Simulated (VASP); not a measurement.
# MgO (P6_3/mmc) in VASP: further runs

MgO is run at these levels: PBE; tasks: single point.

Everything below comes from runs of VASP 6.6.1. Logs are shortened: lines on timing, memory, paths and dates and some standing lists are left out, and cuts for length are marked.

## (1) The cell of the first run

It takes space group P6_3/mmc (No. 194, hexagonal). The conventional cell has a = 3.592 Å, b = 3.592 Å, c = 4.409 Å, α = 90.00°, β = 90.00°, γ = 120.00°. Within 2.7 Å of Mg (site symmetry -6m2) lie 5 O at 2.07 to 2.20 Å. Within 2.7 Å of O (site symmetry -6m2) lie 5 Mg at 2.07 to 2.20 Å.

## (2) Single point, PBE

File INCAR:

```
SYSTEM = MgO
ALGO = Normal
EDIFF = 1E-6
ENCUT = 520
GGA = PE
ISIF = 2
ISMEAR = 0
LASPH = .TRUE.
LCHARG = .FALSE.
LREAL = .FALSE.
LWAVE = .FALSE.
NBANDS = 16
NELM = 80
PREC = Accurate
SIGMA = 0.05
```

File KPOINTS:

```
k-points
0
G
  9 9 6
  0 0 0
```

File POSCAR:

```
MgO
1.0
    3.5917000000      0.0000000000      0.0000000000
   -1.7958500000      3.1105034428      0.0000000000
    0.0000000000      0.0000000000      4.4090000000
Mg O
2 2
Direct
    0.6666666667      0.3333333333      0.7500000000
    0.3333333333      0.6666666667      0.2500000000
    0.6666666667      0.3333333333      0.2500000000
    0.3333333333      0.6666666667      0.7500000000
```

Potentials or basis: VASP PAW PBE potentials, release 64 (Mg, O).

On the command line:

```console
cat potpaw_PBE.64/Mg/POTCAR potpaw_PBE.64/O/POTCAR > POTCAR
mpirun -np 1 vasp_std > vasp.out
```

OUTCAR:

```text
SYSTEM = MgO
   EDIFF = 1E-6
   ENCUT = 520
   GGA = PE
   ISIF = 2
   ISMEAR = 0
   LASPH = .TRUE.
   LREAL = .FALSE.
   NELM = 80
   PREC = Accurate

 ion  position               nearest neighbor table
   1  0.667  0.333  0.750-   4 2.07   4 2.07   4 2.07   3 2.20   3 2.20   2 3.03   2 3.03   2 3.03
                             2 3.03   2 3.03   2 3.03
   2  0.333  0.667  0.250-   3 2.07   3 2.07   3 2.07   4 2.20   4 2.20   1 3.03   1 3.03   1 3.03
                             1 3.03   1 3.03   1 3.03
   3  0.667  0.333  0.250-   2 2.07   2 2.07   2 2.07   1 2.20   1 2.20
   4  0.333  0.667  0.750-   1 2.07   1 2.07   1 2.07   2 2.20   2 2.20

  LATTYP: Found a hexagonal cell.
 ALAT       =     3.5917000000
 C/A-ratio  =     1.2275524125

  Lattice vectors:

 A1 = (   3.5917000000,   0.0000000000,   0.0000000000)
 A2 = (  -1.7958500000,   3.1105034428,   0.0000000000)
 A3 = (   0.0000000000,   0.0000000000,   4.4090000000)

Analysis of symmetry for initial positions (statically):
=====================================================================
 Subroutine PRICEL returns:
 Original cell was already a primitive cell.

 Routine SETGRP: Setting up the symmetry group for a
 hexagonal supercell.

 Subroutine GETGRP returns: Found 24 space group operations
 (whereof 12 operations were pure point group operations)
 out of a pool of 24 trial point group operations.

The static configuration has the point symmetry D_3d.
 The point group associated with its full space group is D_6h.

Analysis of symmetry for dynamics (positions and initial velocities):
=====================================================================
 Subroutine PRICEL returns:
 Original cell was already a primitive cell.

 Routine SETGRP: Setting up the symmetry group for a
 hexagonal supercell.

 Subroutine GETGRP returns: Found 24 space group operations
 (whereof 12 operations were pure point group operations)
 out of a pool of 24 trial point group operations.

The dynamic configuration has the point symmetry D_3d.
 The point group associated with its full space group is D_6h.

 Subroutine INISYM returns: Found 24 space group operations
 (whereof 12 operations are pure point group operations),
 and found     1 'primitive' translations

----------------------------------------------------------------------------------------

                                     Primitive cell

  volume of cell :      49.2573

  direct lattice vectors                    reciprocal lattice vectors
     3.591700000  0.000000000  0.000000000     0.278419690  0.160745683  0.000000000
    -1.795850000  3.110503443  0.000000000     0.000000000  0.321491366  0.000000000
     0.000000000  0.000000000  4.409000000     0.000000000  0.000000000  0.226808800

  length of vectors
     3.591700000  3.591700000  4.409000000     0.321491366  0.321491366  0.226808800

  position of ions in fractional coordinates (direct lattice)
     0.666666667  0.333333333  0.750000000
     0.333333333  0.666666667  0.250000000
     0.666666667  0.333333333  0.250000000
     0.333333333  0.666666667  0.750000000

  ion indices of the primitive-cell ions
   primitive index   ion index
                 1           1
                 2           2
                 3           3
                 4           4

----------------------------------------------------------------------------------------

 KPOINTS: k-points

Automatic generation of k-mesh.
 Grid dimensions read from file:
 generate k-points for:    9    9    6

 Generating k-lattice:

  Cartesian coordinates                     Fractional coordinates (reciprocal lattice)
     0.030935521  0.017860631  0.000000000     0.111111111 -0.000000000  0.000000000
     0.000000000  0.035721263  0.000000000     0.000000000  0.111111111  0.000000000
     0.000000000  0.000000000  0.037801467     0.000000000  0.000000000  0.166666667

  Length of vectors
     0.035721263  0.035721263  0.037801467

  Shift w.r.t. Gamma in fractional coordinates (k-lattice)
     0.000000000  0.000000000  0.000000000

 Subroutine IBZKPT returns following result:
 ===========================================

 Found     48 irreducible k-points:

 Following reciprocal coordinates:
            Coordinates               Weight
  0.000000  0.000000  0.000000      1.000000
  0.111111 -0.000000  0.000000      6.000000
  0.222222 -0.000000  0.000000      6.000000
  0.333333  0.000000  0.000000      6.000000
  0.444444 -0.000000  0.000000      6.000000
  0.111111  0.111111  0.000000      6.000000
[... 16 lines left out ...]
  0.333333  0.222222  0.166667     24.000000
  0.333333  0.333333  0.166667      4.000000
 [... further k-points ...]
   k-points           NKPTS =     48   k-points in BZ     NKDIM =     48   number of bands    NBANDS=     16
   number of dos      NEDOS =    301   number of ions     NIONS =      4
   total plane-waves  NPLWV =  28224
   dimension x,y,z NGX =    28 NGY =   28 NGZ =   36
   dimension x,y,z NGXF=    56 NGYF=   56 NGZF=   72
   ions per type =               2   2
   NGX,Y,Z   is equivalent  to a cutoff of  12.96, 12.96, 13.57 a.u.
   NGXF,Y,Z  is equivalent  to a cutoff of  25.92, 25.92, 27.15 a.u.
 SYSTEM =  MgO
   PREC   = accura    normal or accurate (medium, high low for compatibility)
   ISTART =      0    job   : 0-new  1-cont  2-samecut
   ICHARG =      2    charge: 1-file 2-atom 10-const
   ISPIN  =      1    spin polarized calculation?
   LNONCOLLINEAR =      F non collinear calculations
   LSORBIT =      F    spin-orbit coupling
   LASPH  =      T    aspherical Exc in radial PAW
   ENCUT  =  520.0 eV  38.22 Ry    6.18 a.u.   6.68  6.68  8.20*2*pi/ulx,y,z
   NELM   =     80;   NELMIN=  2; NELMDL= -5     # of ELM steps
   EDIFF  = 0.1E-05   stopping-criterion for ELM
   LREAL  =      F    real-space projection
   EDIFFG = 0.1E-04   stopping-criterion for IOM
   NSW    =      0    number of steps for IOM
   IBRION =     -1    ionic relax: 0-MD 1-quasi-New 2-CG
   NFREE  =      0    steps in history (QN), initial steepest desc. (CG)
   ISIF   =      2    stress and relaxation
   ISYM   =      2    0-nonsym 1-usesym 2-fastsym
   POTIM  = 0.5000    time-step for ionic-motion
   TEBEG  =    0.0;   TEEND  =   0.0 temperature during run
   PSTRESS=    0.0 pullay stress
   NELECT =      16.0000    total number of electrons
   NUPDOWN=      -1.0000    fix difference up-down
   EMIN   =  10.00;   EMAX   =-10.00  energy-range for DOS
   EFERMI =   0.00;   METHOD = LEGACY
   ISMEAR =     0;   SIGMA  =   0.05  broadening in eV -4-tet -1-fermi 0-gaus
   EFERMI_NEDOS =   21; number of points for ismear=-14 and -15
   IALGO  =     38    algorithm
   IMIX   =      4    mixing-type and parameters
     AMIX     =   0.40;   BMIX     =  1.00
     AMIX_MAG =   1.60;   BMIX_MAG =  1.00
  volume/ion in A,a.u.               =      12.31        83.10
  Fermi-wavevector in a.u.,A,eV,Ry     =   1.125359  2.126621 17.230875  1.266434
  Thomas-Fermi vector in A             =   2.262036
   LORBIT       =      0    0 simple, 1 ext, 2 COOP (PROOUT), +10 PAW based schemes
   GGA     = PE    functional components
   LHFCALC =     F    Hartree Fock is set to
   AEXX    =    0.0000 exact exchange contribution
   IVDW    =     0    specifies the selected vdW correction
   LEPSILON=     F    determine dielectric tensor
   LRPA    =     F    only Hartree local field effects (RPA)
 non-spin polarized calculation
 Gauss-broadening in eV      SIGMA  =   0.05
  energy-cutoff  :      520.00
  volume of cell :       49.26
 maximum number of plane-waves:      1373
 NGX is ok and might be reduce to    28

 number of electron      15.9999997 magnetization

 Free energy of the ion-electron system (eV)
  ---------------------------------------------------
  ext. energy  EPLUGINS =         0.00000000
  ---------------------------------------------------
  free energy    TOTEN  =       -23.55624878 eV

  energy without entropy =      -23.55624878  energy(sigma->0) =      -23.55624878

 E-fermi :   1.6188     XC(G=0):  -9.5898

 val. band max:        1.3468565785   @ k =   0.0000   0.0000   0.0000
 cond. band min:       4.1817168069   @ k =   0.0000   0.0000   0.0000
 fundamental gap:      2.8348602283
 Fermi energy:         1.6187911278

 k-point     1 :       0.0000    0.0000    0.0000
  band No.  band energies     occupation
      1     -15.1519      2.00000
      2     -14.0604      2.00000
      3      -1.9727      2.00000
      4      -0.1851      2.00000
      5      -0.1851      2.00000
      6       0.6126      2.00000
[... 8 lines left out ...]
     15      15.8520      0.00000
     16      16.3615      0.00000

 k-point     2 :       0.1111   -0.0000    0.0000
  band No.  band energies     occupation
      1     -15.1022      2.00000
      2     -14.0665      2.00000
      3      -1.8820      2.00000
      4      -0.3714      2.00000
      5      -0.2700      2.00000
      6       0.3119      2.00000
[... 8 lines left out ...]
     15      15.7701      0.00000
     16      15.7922      0.00000

 k-point     3 :       0.2222   -0.0000    0.0000
  band No.  band energies     occupation
      1     -14.9662      2.00000
      2     -14.0924      2.00000
      3      -1.6225      2.00000
      4      -0.9140      2.00000
      5      -0.4503      2.00000
      6      -0.1125      2.00000
[... 8 lines left out ...]
     15      14.9066      0.00000
     16      15.0504      0.00000

 k-point     4 :       0.3333    0.0000    0.0000
  band No.  band energies     occupation
      1     -14.7816      2.00000
      2     -14.1496      2.00000
      3      -1.5036      2.00000
      4      -1.2393      2.00000
      5      -0.6210      2.00000
      6      -0.3937      2.00000
[... 8 lines left out ...]
     15      14.5806      0.00000
     16      14.7701      0.00000
[... 324 lines left out ...]
 k-point    22 :       0.2222    0.2222    0.1667
  band No.  band energies     occupation
      1     -14.6435      2.00000
      2     -14.2149      2.00000
      3      -1.5830      2.00000
      4      -1.5491      2.00000
      5      -0.6062      2.00000
      6      -0.2831      2.00000
[... 8 lines left out ...]
     15      14.4915      0.00000
     16      15.9879      0.00000

 k-point    23 :       0.3333    0.2222    0.1667
  band No.  band energies     occupation
      1     -14.5018      2.00000
      2     -14.2881      2.00000
      3      -1.8226      2.00000
      4      -1.3194      2.00000
      5      -0.9660      2.00000
      6      -0.0510      2.00000
[... 8 lines left out ...]
     15      14.4934      0.00000
     16      15.9320      0.00000

 k-point    24 :       0.3333    0.3333    0.1667
  band No.  band energies     occupation
      1     -14.3831      2.00000
      2     -14.3831      2.00000
      3      -1.7658      2.00000
      4      -1.2315      2.00000
      5      -1.2315      2.00000
      6       0.2340      2.00000
[... 8 lines left out ...]
     15      14.5625      0.00000
     16      16.6388      0.00000

 [... further k-points ...]
[... 5 lines left out ...]
  --------------------------------------------------------------------------------------
  -------------------------------------------------------------------------------------
  Total       -2.5026472     -2.5026472     -3.1781388      0.0000000      0.0000000      0.0000000
  in kB      -81.4028047    -81.4028047   -103.3743066      0.0000000      0.0000000      0.0000000
  external PRESSURE =     -88.7266386 kB  Pullay stress =       0.0000000 kB

 VOLUME and BASIS-vectors are now :
 -----------------------------------------------------------------------------
  energy-cutoff  :      520.00
  volume of cell :       49.26
      direct lattice vectors                 reciprocal lattice vectors
     3.591700000  0.000000000  0.000000000     0.278419690  0.160745683  0.000000000
    -1.795850000  3.110503443  0.000000000     0.000000000  0.321491366  0.000000000
     0.000000000  0.000000000  4.409000000     0.000000000  0.000000000  0.226808800

 POSITION                                       TOTAL-FORCE (eV/Angst)
 -----------------------------------------------------------------------------------
      1.79585      1.03683      3.30675         0.000000      0.000000      0.000000
     -0.00000      2.07367      1.10225        -0.000000     -0.000000      0.000000
      1.79585      1.03683      1.10225         0.000000      0.000000      0.000000
     -0.00000      2.07367      3.30675        -0.000000      0.000000      0.000000
 -----------------------------------------------------------------------------------
    total drift:                                0.000000     -0.000000      0.000000

  FREE ENERGIE OF THE ION-ELECTRON SYSTEM (eV)
  ---------------------------------------------------
  free  energy   TOTEN  =       -23.5562487842 eV

  energy  without entropy=      -23.5562487842  energy(sigma->0) =      -23.55624878
```

Run time: 16 s. Hardware: 1 thread of AMD EPYC 9R45 (Zen 5), shared host; peak memory 0.16 GiB.

Results:

```
Free energy            : -23.5562 eV
Pressure               : -8.9 GPa
Band gap on the k mesh : 2.83 eV
```

Levels at points of the mesh, in eV from the valence-band top:
```
           k point  band 4  band 5  band 6  band 7  band 8  band 9  band 10  band 11  band 12  band 13
(0.00, 0.00, 0.00)   -1.53   -1.53   -0.73   -0.73    0.00    2.83     8.46    11.12    11.90    11.90
(0.00, 0.00, 0.50)   -2.24   -1.15   -1.15   -1.15   -1.15    5.79     5.79    12.26    12.26    12.26
```

Caveat: the cell stands under tension.

## (3) Single point, PBE

This run uses another cell than the first one, of the same volume but with other edges.

File INCAR:

```
SYSTEM = MgO
PREC     = Accurate       ! precision mode
ENCUT    = 520            ! plane-wave cutoff, eV
EDIFF    = 1E-7           ! SCF threshold, eV
ISMEAR   = 0              ! smearing method
SIGMA    = 0.05           ! smearing width, eV
LREAL    = .FALSE.        ! projectors in reciprocal space
LASPH    = .TRUE.         ! aspherical terms in the spheres
NELM     = 100            ! most SCF steps
ALGO     = Normal         ! electronic algorithm
ISIF     = 2              ! what is computed and relaxed
LWAVE    = .FALSE.        ! write WAVECAR
LCHARG   = .FALSE.        ! write CHGCAR
GGA      = PE             ! functional
NBANDS   = 16             ! bands
```

File KPOINTS:

```
regular mesh
0
G
  9 9 6
  0 0 0
```

File POSCAR:

```
MgO
1.0
    3.6622000000      0.0000000000      0.0000000000
   -1.8311000000      3.1715582337      0.0000000000
    0.0000000000      0.0000000000      4.2393824570
Mg O
2 2
Direct
    0.6666666667      0.3333333333      0.7500000000
    0.3333333333      0.6666666667      0.2500000000
    0.6666666667      0.3333333333      0.2500000000
    0.3333333333      0.6666666667      0.7500000000
```

Potentials or basis: VASP PAW PBE potentials, release 64 (Mg, O).

On the command line:

```console
cat potpaw_PBE.64/Mg/POTCAR potpaw_PBE.64/O/POTCAR > POTCAR
mpirun -np 1 vasp_std > vasp.out
```

Wall time 15 s (1 thread of AMD EPYC 9R45 (Zen 5), shared host); peak memory 0.15 GiB.

Results (log left out):

| Quantity | Value |
| --- | --- |
| Free energy | -23.5519 eV |
| Pressure | -8.4 GPa |
| Band gap on the k mesh | 2.94 eV |

Stress tensor (GPa, compression positive):
```
-9.54  0.00  0.00
 0.00 -9.54  0.00
 0.00  0.00 -6.19
```

Levels at points of the mesh, in eV from the valence-band top:
| k point | band 5 | band 6 | band 7 | band 8 | band 9 | band 10 | band 11 | band 12 |
| --- | --- | --- | --- | --- | --- | --- | --- | --- |
| (0.00, 0.00, 0.00) | -1.51 | -0.57 | -0.57 | 0.00 | 2.94 | 8.77 | 11.65 | 11.65 |
| (0.00, 0.00, 0.50) | -1.06 | -1.06 | -1.06 | -1.06 | 5.97 | 5.97 | 12.00 | 12.00 |

Caveat: the cell stands under tension.
